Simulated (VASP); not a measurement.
Input of a VASP 6.6.1 run:

The input INCAR:

```
PREC = Accurate ; ENCUT = 520
EDIFF = 1E-6 ; ISMEAR = -1
SIGMA = 0.1 ; LREAL = False
LASPH = True ; NELM = 150
ALGO = Normal ; ISIF = 2
LWAVE = False ; LCHARG = False
LNONCOLLINEAR = True ; MAGMOM = 0 0 0
LORBIT = 11 ; LSORBIT = True
GGA_COMPAT = False ; LORBMOM = True
LMAXMIX = 6 ; GGA = CA
NBANDS = 22
```

KPOINTS

```
Automatic mesh
0
Gamma
  11 11 11
```

File POSCAR:

```
La
1.0
    0.0000000000      2.5193877003      2.5193877003
    2.5193877003      0.0000000000      2.5193877003
    2.5193877003      2.5193877003      0.0000000000
La
1
Direct
    0.0000000000      0.0000000000      0.0000000000
```

Potentials or basis: VASP PAW LDA potentials, release 64 (La).

Run with:

```console
$ cat potpaw_LDA.64/La/POTCAR > POTCAR
$ mpirun -np 1 vasp_ncl > vasp.out
```

(1) Predict the net moment.

(2) What does it give for the pressure?

Results:

(1) 0.00 μB per cell.

(2) 0.1 GPa.
